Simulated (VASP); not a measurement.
# Cd3HgTe4 (I-42m) in VASP: a series of runs

Cd3HgTe4 is run at these levels: PBE; tasks: single point.

Everything below comes from runs of VASP 6.6.1. Logs are shortened: lines on timing, memory, paths and dates and some standing lists are left out, and cuts for length are marked.

### Step 1. The cell of the first run

Symmetry: I-42m, No. 121, tetragonal system. The conventional cell has a = 6.191 Å, b = 6.191 Å, c = 12.382 Å, α = 90.00°, β = 90.00°, γ = 90.00°. Within 3.5 Å of Cd (site symmetry -4) lie 4 Te at 2.68 Å. Cd (site symmetry -42m) has 4 Te at 2.68 Å within 3.5 Å. Within 3.5 Å of Hg (site symmetry -42m) lie 4 Te at 2.68 Å. Within 3.5 Å of Te (site symmetry m) lie 3 Cd at 2.68 Å and 1 Hg at 2.68 Å.

### Step 2. Single point, PBE

File INCAR:

```
SYSTEM = Cd3HgTe4
PREC = Accurate ; ENCUT = 520
EDIFF = 1E-7 ; ISMEAR = 0
SIGMA = 0.1 ; LREAL = .FALSE.
LASPH = .TRUE. ; NELM = 80
ALGO = Normal ; ISIF = 2
LWAVE = .FALSE. ; LCHARG = .TRUE.
GGA = PE ; LELF = .TRUE.
LVHAR = .TRUE. ; NBANDS = 46
```

File KPOINTS:

```
Automatic mesh
0
G
  4 4 4
  0 0 0
```

File POSCAR:

```
Cd3HgTe4
1.0
   -3.0955421300      3.0955421300      6.1910842600
    3.0955421300     -3.0955421300      6.1910842600
    3.0955421300      3.0955421300     -6.1910842600
Cd Hg Te
3 1 4
Direct
    0.7500000000      0.2500000000      0.5000000000
    0.2500000000      0.7500000000      0.5000000000
    0.0000000000      0.0000000000      0.0000000000
    0.5000000000      0.5000000000      0.0000000000
    0.1250000000      0.6250000000      0.0000000000
    0.8750000000      0.8750000000      0.5000000000
    0.6250000000      0.1250000000      0.0000000000
    0.3750000000      0.3750000000      0.5000000000
```

Potentials or basis: VASP PAW PBE potentials, release 64 (Cd, Hg, Te).

The run is started by

```bash
$ cat potpaw_PBE.64/Cd/POTCAR potpaw_PBE.64/Hg/POTCAR potpaw_PBE.64/Te/POTCAR > POTCAR
$ mpirun -np 1 vasp_std > vasp.out
```

OUTCAR:

```text
SYSTEM = Cd3HgTe4
   PREC = Accurate
   ENCUT = 520
   EDIFF = 1E-7
   ISMEAR = 0
   LREAL = .FALSE.
   LASPH = .TRUE.
   NELM = 80
   ISIF = 2
   GGA = PE

 ion  position               nearest neighbor table
   1  0.750  0.250  0.500-   5 2.68   6 2.68   8 2.68   7 2.68
   2  0.250  0.750  0.500-   6 2.68   7 2.68   8 2.68   5 2.68
   3  0.000  0.000  0.000-   5 2.68   7 2.68   8 2.68   6 2.68
   4  0.500  0.500  0.000-   5 2.68   6 2.68   7 2.68   8 2.68
   5  0.125  0.625  0.000-   2 2.68   3 2.68   4 2.68   1 2.68
   6  0.875  0.875  0.500-   1 2.68   2 2.68   3 2.68   4 2.68
   7  0.625  0.125  0.000-   1 2.68   3 2.68   4 2.68   2 2.68
   8  0.375  0.375  0.500-   1 2.68   2 2.68   4 2.68   3 2.68

  LATTYP: Found a body centered tetragonal cell.
 ALAT       =     6.1910842600
 C/A-ratio  =     2.0000000000

  Lattice vectors:

 A1 = (  -3.0955421300,   3.0955421300,   6.1910842600)
 A2 = (   3.0955421300,  -3.0955421300,   6.1910842600)
 A3 = (   3.0955421300,   3.0955421300,  -6.1910842600)

Analysis of symmetry for initial positions (statically):
=====================================================================
 Subroutine PRICEL returns:
 Original cell was already a primitive cell.

 Routine SETGRP: Setting up the symmetry group for a
 body centered tetragonal supercell.

 Subroutine GETGRP returns: Found  8 space group operations
 (whereof  8 operations were pure point group operations)
 out of a pool of 16 trial point group operations.

The static configuration has the point symmetry D_2d.

Analysis of symmetry for dynamics (positions and initial velocities):
=====================================================================
 Subroutine PRICEL returns:
 Original cell was already a primitive cell.

 Routine SETGRP: Setting up the symmetry group for a
 body centered tetragonal supercell.

 Subroutine GETGRP returns: Found  8 space group operations
 (whereof  8 operations were pure point group operations)
 out of a pool of 16 trial point group operations.

The dynamic configuration has the point symmetry D_2d.

 Subroutine INISYM returns: Found  8 space group operations
 (whereof  8 operations are pure point group operations),
 and found     1 'primitive' translations

----------------------------------------------------------------------------------------

                                     Primitive cell

  volume of cell :     237.3013

  direct lattice vectors                    reciprocal lattice vectors
    -3.095542130  3.095542130  6.191084260     0.000000000  0.161522596  0.080761298
     3.095542130 -3.095542130  6.191084260     0.161522596  0.000000000  0.080761298
     3.095542130  3.095542130 -6.191084260     0.161522596  0.161522596  0.000000000

  length of vectors
     7.582498696  7.582498696  7.582498696     0.180587752  0.180587752  0.228427445

  position of ions in fractional coordinates (direct lattice)
     0.750000000  0.250000000  0.500000000
     0.250000000  0.750000000  0.500000000
     0.000000000  0.000000000  0.000000000
     0.500000000  0.500000000  0.000000000
     0.125000000  0.625000000  0.000000000
     0.875000000  0.875000000  0.500000000
     0.625000000  0.125000000  0.000000000
     0.375000000  0.375000000  0.500000000

  ion indices of the primitive-cell ions
   primitive index   ion index
                 1           1
                 2           2
                 3           3
                 4           4
                 5           5
                 6           6
                 7           7
                 8           8

----------------------------------------------------------------------------------------

 KPOINTS: Automatic mesh

Automatic generation of k-mesh.
 Grid dimensions read from file:
 generate k-points for:    4    4    4

 Generating k-lattice:

  Cartesian coordinates                     Fractional coordinates (reciprocal lattice)
     0.000000000  0.040380649  0.020190324     0.250000000  0.000000000  0.000000000
     0.040380649  0.000000000  0.020190324     0.000000000  0.250000000  0.000000000
     0.040380649  0.040380649  0.000000000     0.000000000  0.000000000  0.250000000

  Length of vectors
     0.045146938  0.045146938  0.057106861

  Shift w.r.t. Gamma in fractional coordinates (k-lattice)
     0.000000000  0.000000000  0.000000000

 Subroutine IBZKPT returns following result:
 ===========================================

 Found     13 irreducible k-points:

 Following reciprocal coordinates:
            Coordinates               Weight
  0.000000  0.000000  0.000000      1.000000
  0.250000  0.000000  0.000000      8.000000
  0.500000  0.000000  0.000000      4.000000
  0.250000  0.250000  0.000000      8.000000
  0.500000  0.250000  0.000000     16.000000
 -0.250000  0.250000  0.000000      4.000000
  0.500000  0.500000  0.000000      2.000000
  0.250000  0.250000  0.250000      2.000000
 -0.250000  0.250000  0.250000      4.000000
  0.500000  0.500000  0.250000      4.000000
 -0.250000  0.500000  0.250000      8.000000
 -0.250000 -0.250000  0.250000      2.000000
  0.500000  0.500000  0.500000      1.000000
   k-points           NKPTS =     13   k-points in BZ     NKDIM =     13   number of bands    NBANDS=     46
   number of dos      NEDOS =    301   number of ions     NIONS =      8
   total plane-waves  NPLWV = 175616
   dimension x,y,z NGX =    56 NGY =   56 NGZ =   56
   dimension x,y,z NGXF=   112 NGYF=  112 NGZF=  112
   ions per type =               3   1   4
   NGX,Y,Z   is equivalent  to a cutoff of  12.28, 12.28, 12.28 a.u.
   NGXF,Y,Z  is equivalent  to a cutoff of  24.56, 24.56, 24.56 a.u.
 SYSTEM =  Cd3HgTe4
   PREC   = accura    normal or accurate (medium, high low for compatibility)
   ISTART =      0    job   : 0-new  1-cont  2-samecut
   ICHARG =      2    charge: 1-file 2-atom 10-const
   ISPIN  =      1    spin polarized calculation?
   LNONCOLLINEAR =      F non collinear calculations
   LSORBIT =      F    spin-orbit coupling
   LASPH  =      T    aspherical Exc in radial PAW
   ENCUT  =  520.0 eV  38.22 Ry    6.18 a.u.  14.10 14.10 14.10*2*pi/ulx,y,z
   NELM   =     80;   NELMIN=  2; NELMDL= -5     # of ELM steps
   EDIFF  = 0.1E-06   stopping-criterion for ELM
   LREAL  =      F    real-space projection
   EDIFFG = 0.1E-05   stopping-criterion for IOM
   NSW    =      0    number of steps for IOM
   IBRION =     -1    ionic relax: 0-MD 1-quasi-New 2-CG
   NFREE  =      0    steps in history (QN), initial steepest desc. (CG)
   ISIF   =      2    stress and relaxation
   ISYM   =      2    0-nonsym 1-usesym 2-fastsym
   POTIM  = 0.5000    time-step for ionic-motion
   TEBEG  =    0.0;   TEEND  =   0.0 temperature during run
   PSTRESS=    0.0 pullay stress
   NELECT =      72.0000    total number of electrons
   NUPDOWN=      -1.0000    fix difference up-down
   EMIN   =  10.00;   EMAX   =-10.00  energy-range for DOS
   EFERMI =   0.00;   METHOD = LEGACY
   ISMEAR =     0;   SIGMA  =   0.10  broadening in eV -4-tet -1-fermi 0-gaus
   EFERMI_NEDOS =   21; number of points for ismear=-14 and -15
   IALGO  =     38    algorithm
   IMIX   =      4    mixing-type and parameters
     AMIX     =   0.40;   BMIX     =  1.00
     AMIX_MAG =   1.60;   BMIX_MAG =  1.00
  volume/ion in A,a.u.               =      29.66       200.17
  Fermi-wavevector in a.u.,A,eV,Ry     =   1.100067  2.078824 16.465041  1.210146
  Thomas-Fermi vector in A             =   2.236472
   LORBIT       =      0    0 simple, 1 ext, 2 COOP (PROOUT), +10 PAW based schemes
   GGA     = PE    functional components
   LHFCALC =     F    Hartree Fock is set to
   AEXX    =    0.0000 exact exchange contribution
   IVDW    =     0    specifies the selected vdW correction
   LEPSILON=     F    determine dielectric tensor
   LRPA    =     F    only Hartree local field effects (RPA)
 non-spin polarized calculation
 Gauss-broadening in eV      SIGMA  =   0.10
  energy-cutoff  :      520.00
  volume of cell :      237.30
 maximum number of plane-waves:      6435
   NGX = 29   NGY = 29   NGZ = 29

 number of electron      71.9999996 magnetization

 Free energy of the ion-electron system (eV)
  ---------------------------------------------------
  ext. energy  EPLUGINS =         0.00000000
  ---------------------------------------------------
  free energy    TOTEN  =       -16.40055942 eV

  energy without entropy =      -16.40055942  energy(sigma->0) =      -16.40055942

 E-fermi :   4.3379     XC(G=0):  -9.2438

 val. band max:        3.9387916286   @ k =   0.0000   0.0000   0.0000
 cond. band min:       4.7242311382   @ k =   0.0000   0.0000   0.0000
 fundamental gap:      0.7854395097
 Fermi energy:         4.3378868118

 k-point     1 :       0.0000    0.0000    0.0000
  band No.  band energies     occupation
      1      -8.3784      2.00000
      2      -7.5955      2.00000
      3      -7.5955      2.00000
      4      -7.5927      2.00000
      5      -5.0131      2.00000
      6      -5.0131      2.00000
[... 38 lines left out ...]
     45       8.5287      0.00000
     46       8.5287      0.00000

 k-point     2 :       0.2500    0.0000    0.0000
  band No.  band energies     occupation
      1      -8.2417      2.00000
      2      -7.6715      2.00000
      3      -7.6282      2.00000
      4      -7.6170      2.00000
      5      -4.9991      2.00000
      6      -4.9885      2.00000
[... 38 lines left out ...]
     45       9.0206      0.00000
     46       9.0803      0.00000

 k-point     3 :       0.5000    0.0000    0.0000
  band No.  band energies     occupation
      1      -7.9697      2.00000
      2      -7.8871      2.00000
      3      -7.6537      2.00000
      4      -7.6429      2.00000
      5      -4.9693      2.00000
      6      -4.9536      2.00000
[... 479 lines left out ...]
     45       8.9962      0.00000
     46       8.9962      0.00000

 k-point    13 :       0.5000    0.5000    0.5000
  band No.  band energies     occupation
      1      -8.0313      2.00000
      2      -7.9406      2.00000
      3      -7.5927      2.00000
      4      -7.5927      2.00000
      5      -4.9522      2.00000
      6      -4.9522      2.00000
[... 38 lines left out ...]
     45      10.5186      0.00000
     46      10.5207      0.00000

------------------------ aborting loop because EDIFF is reached ----------------------------------------

  FORCE on cell =-STRESS in cart. coord.  units (eV):
  Direction    XX          YY          ZZ          XY          YZ          ZX
  --------------------------------------------------------------------------------------
  -------------------------------------------------------------------------------------
  Total       17.6359042     17.6359042     17.6336099      0.0000000      0.0000000      0.0000000
  in kB      119.0715948    119.0715948    119.0561039      0.0000000      0.0000000      0.0000000
  external PRESSURE =     119.0664312 kB  Pullay stress =       0.0000000 kB

 VOLUME and BASIS-vectors are now :
 -----------------------------------------------------------------------------
  energy-cutoff  :      520.00
  volume of cell :      237.30
      direct lattice vectors                 reciprocal lattice vectors
    -3.095542130  3.095542130  6.191084260     0.000000000  0.161522596  0.080761298
     3.095542130 -3.095542130  6.191084260     0.161522596  0.000000000  0.080761298
     3.095542130  3.095542130 -6.191084260     0.161522596  0.161522596  0.000000000

 POSITION                                       TOTAL-FORCE (eV/Angst)
 -----------------------------------------------------------------------------------
      0.00000      3.09554      3.09554        -0.000000     -0.000000      0.000000
      3.09554      0.00000      3.09554        -0.000000      0.000000      0.000000
      0.00000      0.00000      0.00000        -0.000000      0.000000     -0.000000
      0.00000      0.00000      6.19108        -0.000000      0.000000     -0.000000
      1.54777     -1.54777      4.64331         0.091491     -0.091491     -0.097442
      1.54777      1.54777      7.73886         0.091491      0.091491      0.097442
     -1.54777      1.54777      4.64331        -0.091491      0.091491     -0.097442
      1.54777      1.54777      1.54777        -0.091491     -0.091491      0.097442
 -----------------------------------------------------------------------------------
    total drift:                               -0.000009     -0.000009     -0.000008

  FREE ENERGIE OF THE ION-ELECTRON SYSTEM (eV)
  ---------------------------------------------------
  free  energy   TOTEN  =       -16.4005594225 eV

  energy  without entropy=      -16.4005594219  energy(sigma->0) =      -16.40055942
```

Run time: 2.6 min. Hardware: 1 thread of Intel Xeon 6975P-C (Granite Rapids), shared host; peak memory 0.49 GiB.

Results:

| Property | Result |
| --- | --- |
| Free energy | -16.4006 eV |
| Pressure | 11.9 GPa |
| Largest force | 0.162 eV/Å |
| Band gap on the k mesh | 0.79 eV |

Forces in eV/Å, atoms in the order of the input:
```
Cd   0.000  0.000  0.000
Cd   0.000  0.000  0.000
Cd   0.000  0.000  0.000
Hg   0.000  0.000  0.000
Te   0.091 -0.091 -0.097
Te   0.091  0.091  0.097
Te  -0.091  0.091 -0.097
Te  -0.091 -0.091  0.097
```

Caveat: the cell stands under pressure; spin-orbit coupling is left out, which moves the levels of the heavy elements.

(Part 1 of 2 ends here.)
